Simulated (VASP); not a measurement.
# Si2Sb2Se (P6/mmm) in VASP: notebook

Si2Sb2Se is run at these levels: PBE; tasks: single point.

Everything below comes from runs of VASP 6.6.1. Logs are shortened: lines on timing, memory, paths and dates and some standing lists are left out, and cuts for length are marked.

**1. The cell of the first run**

It takes space group P6/mmm (No. 191, hexagonal). The conventional cell has a = 4.970 Å, b = 4.970 Å, c = 5.723 Å, α = 90.00°, β = 90.00°, γ = 120.00°. Within 3.8 Å of Si (site symmetry -6m2) lie 2 Sb at 2.86 Å and 3 Si at 2.87 Å and 3 Se at 2.87 Å. Sb (site symmetry -6m2) has 2 Si at 2.86 Å and 3 Sb at 2.87 Å within 3.8 Å. Within 3.8 Å of Se (site symmetry 6/mmm) lie 6 Si at 2.87 Å.

**2. Single point, PBE**

File INCAR:

```
PREC = Accurate
ENCUT = 520
EDIFF = 1E-6
ISMEAR = 0
SIGMA = 0.1
LREAL = False
LASPH = True
NELM = 80
ALGO = Normal
ISIF = 2
LWAVE = False
LCHARG = True
GGA = PE
LELF = True
LVHAR = True
NBANDS = 20
```

File KPOINTS:

```
regular mesh
0
Gamma
  3 3 6
```

File POSCAR:

```
Si2Sb2Se
1.0
    4.9702751510      0.0000000021      0.0000000000
   -2.4851375773      4.3043845435      0.0000000000
    0.0000000000      0.0000000000      5.7225446707
Si Sb Se
2 2 1
Direct
    0.3333333333      0.6666666667      0.0000000000
    0.6666666667      0.3333333333      0.0000000000
    0.3333333333      0.6666666667      0.5000000000
    0.6666666667      0.3333333333      0.5000000000
    0.0000000000      0.0000000000      0.0000000000
```

Potentials or basis: VASP PAW PBE potentials, release 64 (Si, Sb, Se).

Run with:

```console
$ cat potpaw_PBE.64/Si/POTCAR potpaw_PBE.64/Sb/POTCAR potpaw_PBE.64/Se/POTCAR > POTCAR
$ mpirun -np 1 vasp_std > vasp.out
```

OUTCAR:

```text
PREC = Accurate
   ENCUT = 520
   EDIFF = 1E-6
   ISMEAR = 0
   LREAL = False
   LASPH = True
   NELM = 80
   ISIF = 2
   GGA = PE

 ion  position               nearest neighbor table
   1  0.333  0.667  0.000-   3 2.86   3 2.86   2 2.87   5 2.87   2 2.87   5 2.87   5 2.87   2 2.87

   2  0.667  0.333  0.000-   4 2.86   4 2.86   1 2.87   5 2.87   1 2.87   5 2.87   5 2.87   1 2.87

   3  0.333  0.667  0.500-   1 2.86   1 2.86   4 2.87   4 2.87   4 2.87
   4  0.667  0.333  0.500-   2 2.86   2 2.86   3 2.87   3 2.87   3 2.87
   5  0.000  0.000  0.000-   1 2.87   2 2.87   1 2.87   2 2.87   2 2.87   1 2.87

  LATTYP: Found a hexagonal cell.
 ALAT       =     4.9702751510
 C/A-ratio  =     1.1513536971

  Lattice vectors:

 A1 = (   4.9702751510,   0.0000000021,   0.0000000000)
 A2 = (  -2.4851375773,   4.3043845435,   0.0000000000)
 A3 = (   0.0000000000,   0.0000000000,   5.7225446707)

Analysis of symmetry for initial positions (statically):
=====================================================================
 Subroutine PRICEL returns:
 Original cell was already a primitive cell.

 Routine SETGRP: Setting up the symmetry group for a
 hexagonal supercell.

 Subroutine GETGRP returns: Found 24 space group operations
 (whereof 24 operations were pure point group operations)
 out of a pool of 24 trial point group operations.

The static configuration has the point symmetry D_6h.

Analysis of symmetry for dynamics (positions and initial velocities):
=====================================================================
 Subroutine PRICEL returns:
 Original cell was already a primitive cell.

 Routine SETGRP: Setting up the symmetry group for a
 hexagonal supercell.

 Subroutine GETGRP returns: Found 24 space group operations
 (whereof 24 operations were pure point group operations)
 out of a pool of 24 trial point group operations.

The dynamic configuration has the point symmetry D_6h.

 Subroutine INISYM returns: Found 24 space group operations
 (whereof 24 operations are pure point group operations),
 and found     1 'primitive' translations

----------------------------------------------------------------------------------------

                                     Primitive cell

  volume of cell :     122.4280

  direct lattice vectors                    reciprocal lattice vectors
     4.970275151  0.000000002  0.000000000     0.201196105  0.116160625  0.000000000
    -2.485137577  4.304384544  0.000000000    -0.000000000  0.232321250  0.000000000
     0.000000000  0.000000000  5.722544671     0.000000000  0.000000000  0.174747434

  length of vectors
     4.970275151  4.970275151  5.722544671     0.232321250  0.232321250  0.174747434

  position of ions in fractional coordinates (direct lattice)
     0.333333333  0.666666667  0.000000000
     0.666666667  0.333333333  0.000000000
     0.333333333  0.666666667  0.500000000
     0.666666667  0.333333333  0.500000000
     0.000000000  0.000000000  0.000000000

  ion indices of the primitive-cell ions
   primitive index   ion index
                 1           1
                 2           2
                 3           3
                 4           4
                 5           5

----------------------------------------------------------------------------------------

 KPOINTS: regular mesh

Automatic generation of k-mesh.
 Grid dimensions read from file:
 generate k-points for:    3    3    6

 Generating k-lattice:

  Cartesian coordinates                     Fractional coordinates (reciprocal lattice)
     0.067065368  0.038720208  0.000000000     0.333333333  0.000000000  0.000000000
    -0.000000000  0.077440417  0.000000000     0.000000000  0.333333333  0.000000000
     0.000000000  0.000000000  0.029124572     0.000000000  0.000000000  0.166666667

  Length of vectors
     0.077440417  0.077440417  0.029124572

  Shift w.r.t. Gamma in fractional coordinates (k-lattice)
     0.000000000  0.000000000  0.000000000

 Subroutine IBZKPT returns following result:
 ===========================================

 Found     12 irreducible k-points:

 Following reciprocal coordinates:
            Coordinates               Weight
  0.000000  0.000000  0.000000      1.000000
  0.333333  0.000000  0.000000      6.000000
  0.333333  0.333333  0.000000      2.000000
  0.000000  0.000000  0.166667      2.000000
  0.333333  0.000000  0.166667     12.000000
  0.333333  0.333333  0.166667      4.000000
  0.000000  0.000000  0.333333      2.000000
  0.333333  0.000000  0.333333     12.000000
  0.333333  0.333333  0.333333      4.000000
  0.000000  0.000000  0.500000      1.000000
  0.333333  0.000000  0.500000      6.000000
  0.333333  0.333333  0.500000      2.000000
   k-points           NKPTS =     12   k-points in BZ     NKDIM =     12   number of bands    NBANDS=     20
   number of dos      NEDOS =    301   number of ions     NIONS =      5
   total plane-waves  NPLWV =  76800
   dimension x,y,z NGX =    40 NGY =   40 NGZ =   48
   dimension x,y,z NGXF=    80 NGYF=   80 NGZF=   96
   ions per type =               2   2   1
   NGX,Y,Z   is equivalent  to a cutoff of  13.38, 13.38, 13.94 a.u.
   NGXF,Y,Z  is equivalent  to a cutoff of  26.76, 26.76, 27.89 a.u.
 SYSTEM =  unknown system
   PREC   = accura    normal or accurate (medium, high low for compatibility)
   ISTART =      0    job   : 0-new  1-cont  2-samecut
   ICHARG =      2    charge: 1-file 2-atom 10-const
   ISPIN  =      1    spin polarized calculation?
   LNONCOLLINEAR =      F non collinear calculations
   LSORBIT =      F    spin-orbit coupling
   LASPH  =      T    aspherical Exc in radial PAW
   ENCUT  =  520.0 eV  38.22 Ry    6.18 a.u.   9.24  9.24 10.64*2*pi/ulx,y,z
   NELM   =     80;   NELMIN=  2; NELMDL= -5     # of ELM steps
   EDIFF  = 0.1E-05   stopping-criterion for ELM
   LREAL  =      F    real-space projection
   EDIFFG = 0.1E-04   stopping-criterion for IOM
   NSW    =      0    number of steps for IOM
   IBRION =     -1    ionic relax: 0-MD 1-quasi-New 2-CG
   NFREE  =      0    steps in history (QN), initial steepest desc. (CG)
   ISIF   =      2    stress and relaxation
   ISYM   =      2    0-nonsym 1-usesym 2-fastsym
   POTIM  = 0.5000    time-step for ionic-motion
   TEBEG  =    0.0;   TEEND  =   0.0 temperature during run
   PSTRESS=    0.0 pullay stress
   NELECT =      24.0000    total number of electrons
   NUPDOWN=      -1.0000    fix difference up-down
   EMIN   =  10.00;   EMAX   =-10.00  energy-range for DOS
   EFERMI =   0.00;   METHOD = LEGACY
   ISMEAR =     0;   SIGMA  =   0.10  broadening in eV -4-tet -1-fermi 0-gaus
   EFERMI_NEDOS =   21; number of points for ismear=-14 and -15
   IALGO  =     38    algorithm
   IMIX   =      4    mixing-type and parameters
     AMIX     =   0.40;   BMIX     =  1.00
     AMIX_MAG =   1.60;   BMIX_MAG =  1.00
  volume/ion in A,a.u.               =      24.49       165.24
  Fermi-wavevector in a.u.,A,eV,Ry     =   0.951010  1.797148 12.305378  0.904420
  Thomas-Fermi vector in A             =   2.079440
   LORBIT       =      0    0 simple, 1 ext, 2 COOP (PROOUT), +10 PAW based schemes
   GGA     = PE    functional components
   LHFCALC =     F    Hartree Fock is set to
   AEXX    =    0.0000 exact exchange contribution
   IVDW    =     0    specifies the selected vdW correction
   LEPSILON=     F    determine dielectric tensor
   LRPA    =     F    only Hartree local field effects (RPA)
 non-spin polarized calculation
 Gauss-broadening in eV      SIGMA  =   0.10
  energy-cutoff  :      520.00
  volume of cell :      122.43
 maximum number of plane-waves:      3309
 NGX is ok and might be reduce to    40
   NGX = 19   NGY = 19   NGZ = 21

 number of electron      23.9999999 magnetization

 Free energy of the ion-electron system (eV)
  ---------------------------------------------------
  ext. energy  EPLUGINS =         0.00000000
  ---------------------------------------------------
  free energy    TOTEN  =       -20.92175844 eV

  energy without entropy =      -20.87936473  energy(sigma->0) =      -20.90056158

 E-fermi :   6.5631     XC(G=0):  -9.6590

 val. band max:        6.0960395158   @ k =   0.0000   0.0000   0.1667
 cond. band min:       6.5878483077   @ k =   0.3333   0.0000   0.3333
 fundamental gap:      0.4918087919
 Fermi energy:         6.5630834043

 k-point     1 :       0.0000    0.0000    0.0000
  band No.  band energies     occupation
      1      -7.2866      2.00000
      2      -5.1478      2.00000
      3      -0.5560      2.00000
      4      -0.4050      2.00000
      5       0.6221      2.00000
      6       2.5554      2.00000
[... 12 lines left out ...]
     19      11.3806      0.00000
     20      11.6004      0.00000

 k-point     2 :       0.3333    0.0000    0.0000
  band No.  band energies     occupation
      1      -6.7676      2.00000
      2      -4.9310      2.00000
      3      -2.6461      2.00000
      4      -1.1825      2.00000
      5       1.0903      2.00000
      6       1.3502      2.00000
[... 12 lines left out ...]
     19      11.5563      0.00000
     20      11.7233      0.00000

 k-point     3 :       0.3333    0.3333    0.0000
  band No.  band energies     occupation
      1      -6.4220      2.00000
      2      -4.2207      2.00000
      3      -4.2207      2.00000
      4      -0.6915      2.00000
      5      -0.6915      2.00000
      6       1.6117      2.00000
[... 12 lines left out ...]
     19      11.1924      0.00000
     20      12.6210      0.00000

 k-point     4 :       0.0000    0.0000    0.1667
  band No.  band energies     occupation
      1      -7.2292      2.00000
      2      -5.2442      2.00000
      3      -0.9039      2.00000
      4      -0.4577      2.00000
      5       1.4863      2.00000
      6       2.5803      2.00000
[... 153 lines left out ...]
 k-point    11 :       0.3333    0.0000    0.5000
  band No.  band energies     occupation
      1      -6.6360      2.00000
      2      -4.8698      2.00000
      3      -2.4941      2.00000
      4      -2.2065      2.00000
      5      -0.2349      2.00000
      6       1.6024      2.00000
[... 12 lines left out ...]
     19       9.8099      0.00000
     20      11.1418      0.00000

 k-point    12 :       0.3333    0.3333    0.5000
  band No.  band energies     occupation
      1      -6.4035      2.00000
      2      -3.7232      2.00000
      3      -3.7232      2.00000
      4      -2.1956      2.00000
      5      -2.1956      2.00000
      6       1.2648      2.00000
[... 12 lines left out ...]
     19      11.4524      0.00000
     20      11.8737      0.00000

------------------------ aborting loop because EDIFF is reached ----------------------------------------

  FORCE on cell =-STRESS in cart. coord.  units (eV):
  Direction    XX          YY          ZZ          XY          YZ          ZX
  --------------------------------------------------------------------------------------
  -------------------------------------------------------------------------------------
  Total        0.0133759      0.0133759      0.1820342      0.0000000     -0.0000000      0.0000000
  in kB        0.1750466      0.1750466      2.3822258      0.0000000     -0.0000000      0.0000000
  external PRESSURE =       0.9107730 kB  Pullay stress =       0.0000000 kB

 VOLUME and BASIS-vectors are now :
 -----------------------------------------------------------------------------
  energy-cutoff  :      520.00
  volume of cell :      122.43
      direct lattice vectors                 reciprocal lattice vectors
     4.970275151  0.000000002  0.000000000     0.201196105  0.116160625  0.000000000
    -2.485137577  4.304384544  0.000000000    -0.000000000  0.232321250  0.000000000
     0.000000000  0.000000000  5.722544671     0.000000000  0.000000000  0.174747434

 POSITION                                       TOTAL-FORCE (eV/Angst)
 -----------------------------------------------------------------------------------
     -0.00000      2.86959      0.00000         0.000000     -0.000000     -0.000000
      2.48514      1.43479      0.00000        -0.000000     -0.000000     -0.000000
     -0.00000      2.86959      2.86127         0.000000      0.000000     -0.000000
      2.48514      1.43479      2.86127        -0.000000      0.000000      0.000000
      0.00000      0.00000      0.00000        -0.000000     -0.000000     -0.000000
 -----------------------------------------------------------------------------------
    total drift:                                0.000000     -0.000000     -0.000000

  FREE ENERGIE OF THE ION-ELECTRON SYSTEM (eV)
  ---------------------------------------------------
  free  energy   TOTEN  =       -20.9217584392 eV

  energy  without entropy=      -20.8793647302  energy(sigma->0) =      -20.90056158
```

Wall time 32 s (1 thread of Intel Xeon Platinum 8259CL at 2.50GHz (Skylake/Cascade Lake), shared host); peak memory 0.26 GiB.

What came out:

- Free energy: -20.9218 eV
- Pressure: 0.1 GPa
- Band gap on the k mesh: zero (band 12 reaches 6.62 eV, above the bottom of band 13 at 5.17 eV)

Caveat: the k points lie up to 0.49 Å⁻¹ apart; spin-orbit coupling is left out, which moves the levels of the heavy elements.

(Continued in part 2 of 2.)
